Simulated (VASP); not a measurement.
# C (I4_1/amd) in VASP: a series of runs

The runs below take C through single point, with r2SCAN.

Everything below comes from runs of VASP 6.6.1. Logs are shortened: lines on timing, memory, paths and dates and some standing lists are left out, and cuts for length are marked.

## (1) The cell of the first run

The structure is tetragonal, space group I4_1/amd (No. 141). Conventional cell: a = 2.455 Å, b = 2.455 Å, c = 3.649 Å, α = 90.00°, β = 90.00°, γ = 90.00°. Within 2.0 Å of C (site symmetry -4m2) lie 4 C at 1.53 Å.

## (2) Single point, r2SCAN (strain -0.025 along x and y, +0.025 along z)

Contents of POSCAR:

```
C
1.0
    0.0000000000      1.7356381642      1.8246452496
    1.7356381642      0.0000000000      1.8246452496
    1.7356381642      1.7356381642      0.0000000000
C
2
Direct
    0.5000000000      0.5000000000      0.5000000000
    0.7500000000      0.7500000000      0.7500000000
```

Contents of INCAR.step1:

```
  ALGO = Normal
  EDIFF = 1E-4
  ENCUT = 520
  GGA = PE
  ISMEAR = 0
  LASPH = True
  LCHARG = False
  LREAL = False
  LWAVE = True
  NBANDS = 11
  NELM = 100
  PREC = Accurate
  SIGMA = 0.05
```

Contents of INCAR.step2:

```
  ALGO = Normal
  EDIFF = 1E-6
  ENCUT = 520
  ISIF = 2
  ISMEAR = 0
  ISTART = 1
  LASPH = True
  LCHARG = False
  LMIXTAU = True
  LREAL = False
  LWAVE = False
  METAGGA = R2SCAN
  NBANDS = 11
  NELM = 100
  PREC = Accurate
  SIGMA = 0.05
```

Contents of KPOINTS:

```
k-points
0
Gamma
  12 12 12
```

Potentials or basis: VASP PAW PBE potentials, release 64 (C).

Run with:

```
> cat potpaw_PBE.64/C/POTCAR > POTCAR
> cp INCAR.step1 INCAR
> mpirun -np 1 vasp_std > vasp.out
> cp INCAR.step2 INCAR
> mpirun -np 1 vasp_std > vasp.out
```

OUTCAR:

```text
EDIFF = 1E-6
   ENCUT = 520
   ISIF = 2
   ISMEAR = 0
   ISTART = 1
   LASPH = True
   LREAL = False
   METAGGA = R2SCAN
   NELM = 100
   PREC = Accurate

 ion  position               nearest neighbor table
   1  0.500  0.500  0.500-   2 1.53   2 1.53   2 1.53   2 1.53
   2  0.750  0.750  0.750-   1 1.53   1 1.53   1 1.53   1 1.53

  LATTYP: Found a body centered tetragonal cell.
 ALAT       =     2.4545630312
 C/A-ratio  =     1.4867373348

  Lattice vectors:

 A1 = (  -1.7356381642,   0.0000000000,   1.8246452496)
 A2 = (   1.7356381642,   0.0000000000,   1.8246452496)
 A3 = (   0.0000000000,   1.7356381642,  -1.8246452496)

Analysis of symmetry for initial positions (statically):
=====================================================================
 Subroutine PRICEL returns:
 Original cell was already a primitive cell.

 Routine SETGRP: Setting up the symmetry group for a
 body centered tetragonal supercell.

 Subroutine GETGRP returns: Found 16 space group operations
 (whereof  8 operations were pure point group operations)
 out of a pool of 16 trial point group operations.

The static configuration has the point symmetry D_2d.
 The point group associated with its full space group is D_4h.

Analysis of symmetry for dynamics (positions and initial velocities):
=====================================================================
 Subroutine PRICEL returns:
 Original cell was already a primitive cell.

 Routine SETGRP: Setting up the symmetry group for a
 body centered tetragonal supercell.

 Subroutine GETGRP returns: Found 16 space group operations
 (whereof  8 operations were pure point group operations)
 out of a pool of 16 trial point group operations.

The dynamic configuration has the point symmetry D_2d.
 The point group associated with its full space group is D_4h.

 Subroutine INISYM returns: Found 16 space group operations
 (whereof  8 operations are pure point group operations),
 and found     1 'primitive' translations

----------------------------------------------------------------------------------------

                                     Primitive cell

  volume of cell :      10.9933

  direct lattice vectors                    reciprocal lattice vectors
     0.000000000  1.735638164  1.824645250    -0.288078478  0.288078478  0.274025869
     1.735638164  0.000000000  1.824645250     0.288078478 -0.288078478  0.274025869
     1.735638164  1.735638164  0.000000000     0.288078478  0.288078478 -0.274025869
[... 91 lines left out ...]
   ISYM   =      2    0-nonsym 1-usesym 2-fastsym
   POTIM  = 0.5000    time-step for ionic-motion
   TEBEG  =    0.0;   TEEND  =   0.0 temperature during run
   PSTRESS=    0.0 pullay stress
   NELECT =       8.0000    total number of electrons
   NUPDOWN=      -1.0000    fix difference up-down
   EMIN   =  10.00;   EMAX   =-10.00  energy-range for DOS
   EFERMI =   0.00;   METHOD = LEGACY
   ISMEAR =     0;   SIGMA  =   0.05  broadening in eV -4-tet -1-fermi 0-gaus
   EFERMI_NEDOS =   21; number of points for ismear=-14 and -15
   IALGO  =     38    algorithm
   IMIX   =      4    mixing-type and parameters
     AMIX     =   0.40;   BMIX     =  1.00
     AMIX_MAG =   1.60;   BMIX_MAG =  1.00
  volume/ion in A,a.u.               =       5.50        37.09
  Fermi-wavevector in a.u.,A,eV,Ry     =   1.472525  2.782668 29.501902  2.168329
  Thomas-Fermi vector in A             =   2.587529
   LORBIT       =      0    0 simple, 1 ext, 2 COOP (PROOUT), +10 PAW based schemes
   METAGGA = R2SCAN    functional components
   LHFCALC =     F    Hartree Fock is set to
   AEXX    =    0.0000 exact exchange contribution
   IVDW    =     0    specifies the selected vdW correction
   LEPSILON=     F    determine dielectric tensor
   LRPA    =     F    only Hartree local field effects (RPA)
 non-spin polarized calculation
 Gauss-broadening in eV      SIGMA  =   0.05
  energy-cutoff  :      520.00
  volume of cell :       10.99
 maximum number of plane-waves:       310
   NGX =  9   NGY =  9   NGZ =  9

 number of electron       8.0000001 magnetization

 Free energy of the ion-electron system (eV)
  ---------------------------------------------------
  ext. energy  EPLUGINS =         0.00000000
  ---------------------------------------------------
  free energy    TOTEN  =       -19.58342861 eV

  energy without entropy =      -19.58342861  energy(sigma->0) =      -19.58342861

 E-fermi :  10.7452     XC(G=0): -14.4336

 val. band max:       10.4627111270   @ k =   0.0000   0.0000   0.0000
 cond. band min:      14.2034165217   @ k =   0.3333   0.0000   0.3333
 fundamental gap:      3.7407053947
 Fermi energy:        10.7452077692

 k-point     1 :       0.0000    0.0000    0.0000
  band No.  band energies     occupation
      1     -12.9557      2.00000
      2       9.6094      2.00000
      3      10.4627      2.00000
      4      10.4627      2.00000
      5      15.9001      0.00000
      6      15.9001      0.00000
      7      16.5791      0.00000
      8      24.7020      0.00000
      9      31.0409      0.00000
     10      36.2526      0.00000
     11      37.6183      0.00000
[... 309 lines left out ...]
 k-point    24 :      -0.4167    0.1667    0.0000
  band No.  band energies     occupation
      1      -6.3084      2.00000
      2      -3.4506      2.00000
      3       3.6726      2.00000
      4       6.7974      2.00000
      5      18.8852      0.00000
      6      21.2393      0.00000
      7      21.8143      0.00000
      8      27.0813      0.00000
      9      31.4918      0.00000
     10      35.8878      0.00000
     11      36.6172      0.00000

 [... further k-points ...]

------------------------ aborting loop because EDIFF is reached ----------------------------------------

  FORCE on cell =-STRESS in cart. coord.  units (eV):
  Direction    XX          YY          ZZ          XY          YZ          ZX
  --------------------------------------------------------------------------------------
  -------------------------------------------------------------------------------------
  Total        2.1571070      2.1571070     -1.5192064      0.0000000      0.0000000      0.0000000
  in kB      314.3803948    314.3803948   -221.4116888      0.0000000      0.0000000      0.0000000
  external PRESSURE =     135.7830336 kB  Pullay stress =       0.0000000 kB

 VOLUME and BASIS-vectors are now :
 -----------------------------------------------------------------------------
  energy-cutoff  :      520.00
  volume of cell :       10.99
      direct lattice vectors                 reciprocal lattice vectors
     0.000000000  1.735638164  1.824645250    -0.288078478  0.288078478  0.274025869
     1.735638164  0.000000000  1.824645250     0.288078478 -0.288078478  0.274025869
     1.735638164  1.735638164  0.000000000     0.288078478  0.288078478 -0.274025869

 POSITION                                       TOTAL-FORCE (eV/Angst)
 -----------------------------------------------------------------------------------
      1.73564      1.73564      1.82465        -0.000000     -0.000000      0.000000
      2.60346      2.60346      2.73697         0.000000      0.000000      0.000000
 -----------------------------------------------------------------------------------
    total drift:                                0.000000     -0.000000      0.000000

  FREE ENERGIE OF THE ION-ELECTRON SYSTEM (eV)
  ---------------------------------------------------
  free  energy   TOTEN  =       -19.5834286092 eV

  energy  without entropy=      -19.5834286092  energy(sigma->0) =      -19.58342861
```

OUTCAR.step1:

```text
EDIFF = 1E-4
   ENCUT = 520
   GGA = PE
   ISMEAR = 0
   LASPH = True
[... 559 lines left out ...]
 -----------------------------------------------------------------------------------
      1.73564      1.73564      1.82465        -0.000000     -0.000000      0.000000
      2.60346      2.60346      2.73697         0.000000      0.000000      0.000000
 -----------------------------------------------------------------------------------
    total drift:                                0.000000     -0.000000      0.000000

  FREE ENERGIE OF THE ION-ELECTRON SYSTEM (eV)
  ---------------------------------------------------
  free  energy   TOTEN  =       -18.1067603058 eV

  energy  without entropy=      -18.1067603057  energy(sigma->0) =      -18.10676031
```

OSZICAR.step1:

```text
N       E                     dE             d eps       ncg     rms          rms(c)
DAV:   1     0.150764966500E+01    0.15076E+01   -0.47532E+03  3768   0.699E+02
DAV:   2    -0.184433622875E+02   -0.19951E+02   -0.19283E+02  4664   0.130E+02
DAV:   3    -0.188036865190E+02   -0.36032E+00   -0.35958E+00  4183   0.133E+01
DAV:   4    -0.188042153204E+02   -0.52880E-03   -0.52879E-03  3860   0.650E-01
DAV:   5    -0.188042158788E+02   -0.55832E-06   -0.55833E-06  4100   0.197E-02    0.578E+00
DAV:   6    -0.182808523129E+02    0.52336E+00   -0.27282E-01  3691   0.371E+00    0.345E+00
DAV:   7    -0.181048473350E+02    0.17600E+00   -0.33124E-01  3855   0.413E+00    0.807E-01
DAV:   8    -0.181067227833E+02   -0.18754E-02   -0.90983E-03  3784   0.721E-01    0.443E-02
DAV:   9    -0.181067603058E+02   -0.37522E-04   -0.59532E-05  3926   0.626E-02
   1 F= -.18106760E+02 E0= -.18106760E+02  d E =-.123711E-10
```

It took 28 s on 1 thread of Intel Xeon 6975P-C (Granite Rapids), shared host; peak memory 0.12 GiB.

Results:

```yaml
Free_energy: -19.5834 eV
Pressure: 13.6 GPa
Band_gap_on_the_k_mesh: 3.74 eV, indirect (least direct gap 5.44 eV)
```

Stress tensor (GPa, compression positive):
```
 31.44   0.00   0.00
  0.00  31.44   0.00
  0.00   0.00 -22.14
```

Levels at points of the mesh, in eV from the valence-band top:
```csv
k point,band 1,band 2,band 3,band 4,band 5,band 6,band 7,band 8
"(0.00, 0.00, 0.00)",-23.42,-0.85,0.00,0.00,5.44,5.44,6.12,14.24
"(0.50, 0.00, 0.00)",-17.28,-14.68,-3.84,-2.84,7.80,8.95,9.98,16.75
"(0.50, 0.50, 0.00)",-14.64,-14.64,-6.60,-6.60,5.63,5.63,17.88,17.88
"(0.50, 0.00, 0.50)",-13.82,-13.82,-7.38,-7.38,4.39,4.39,18.04,18.04
```

Caveat: the cell differs from its parent crystal (strain -0.025 along x and y, +0.025 along z); the PAW data sets were made with another functional, which shifts forces and pressure a little. A k mesh can miss the band edges.

## (3) Single point, r2SCAN (strain -0.025 along x and y, +0.050 along z)

Contents of POSCAR:

```
C
1.0
    0.0000000000      1.7356381642      1.8691487922
    1.7356381642      0.0000000000      1.8691487922
    1.7356381642      1.7356381642      0.0000000000
C
2
Direct
    0.5000000000      0.5000000000      0.5000000000
    0.7500000000      0.7500000000      0.7500000000
```

Contents of INCAR.step1:

```
PREC     = Accurate       # precision mode
ENCUT    = 520            # plane-wave cutoff, eV
ISMEAR   = 0              # smearing method
SIGMA    = 0.05           # smearing width, eV
LREAL    = F              # projectors in reciprocal space
LASPH    = T              # aspherical terms in the spheres
NELM     = 80             # most SCF steps
NBANDS   = 11             # bands
GGA      = PE             # functional
ALGO     = Normal         # electronic algorithm
EDIFF    = 1E-4           # SCF threshold, eV
LWAVE    = T              # write WAVECAR
LCHARG   = F              # write CHGCAR
```

Contents of INCAR.step2:

```
PREC     = Accurate       # precision mode
ENCUT    = 520            # plane-wave cutoff, eV
EDIFF    = 1E-6           # SCF threshold, eV
ISMEAR   = 0              # smearing method
SIGMA    = 0.05           # smearing width, eV
LREAL    = F              # projectors in reciprocal space
LASPH    = T              # aspherical terms in the spheres
NELM     = 80             # most SCF steps
ALGO     = Normal         # electronic algorithm
ISIF     = 2              # what is computed and relaxed
LWAVE    = F              # write WAVECAR
LCHARG   = T              # write CHGCAR
METAGGA  = R2SCAN         # meta-GGA
LMIXTAU  = T            
LELF     = T              # ELF
LVHAR    = T            
NBANDS   = 11             # bands
ISTART   = 1
```

Contents of KPOINTS:

```
regular mesh
0
Gamma
  12 12 12
```

Potentials or basis: VASP PAW PBE potentials, release 64 (C).

Run with:

```
> cat potpaw_PBE.64/C/POTCAR > POTCAR
> cp INCAR.step1 INCAR
> mpirun -np 1 vasp_std > vasp.out
> cp INCAR.step2 INCAR
> mpirun -np 1 vasp_std > vasp.out
```

Wall time 27 s (1 thread of Intel Xeon 6975P-C (Granite Rapids), shared host); peak memory 0.13 GiB.

It converged, with:

```
Free energy            : -19.5229 eV
Pressure               : 2.2 GPa
Band gap on the k mesh : 3.38 eV, indirect (least direct gap 5.15 eV)
```

Stress tensor (GPa, compression positive):
```
 28.55   0.00   0.00
  0.00  28.55   0.00
  0.00   0.00 -50.50
```

Levels at points of the mesh, in eV from the valence-band top:
```
           k point  band 1  band 2  band 3  band 4  band 5  band 6  band 7  band 8
(0.00, 0.00, 0.00)  -23.22   -1.28    0.00    0.00    5.15    5.15    6.15   13.43
(0.50, 0.00, 0.00)  -17.21  -14.54   -4.15   -2.67    6.98    8.80    9.98   16.39
(0.50, 0.50, 0.00)  -14.83  -14.83   -6.33   -6.33    5.83    5.83   17.22   17.22
(0.50, 0.00, 0.50)  -13.65  -13.65   -7.46   -7.46    4.02    4.02   17.38   17.38
```

Caveat: the cell differs from its parent crystal (strain -0.025 along x and y, +0.050 along z); the PAW data sets were made with another functional, which shifts forces and pressure a little. A k mesh can miss the band edges.

(Part 1 of 2 ends here.)
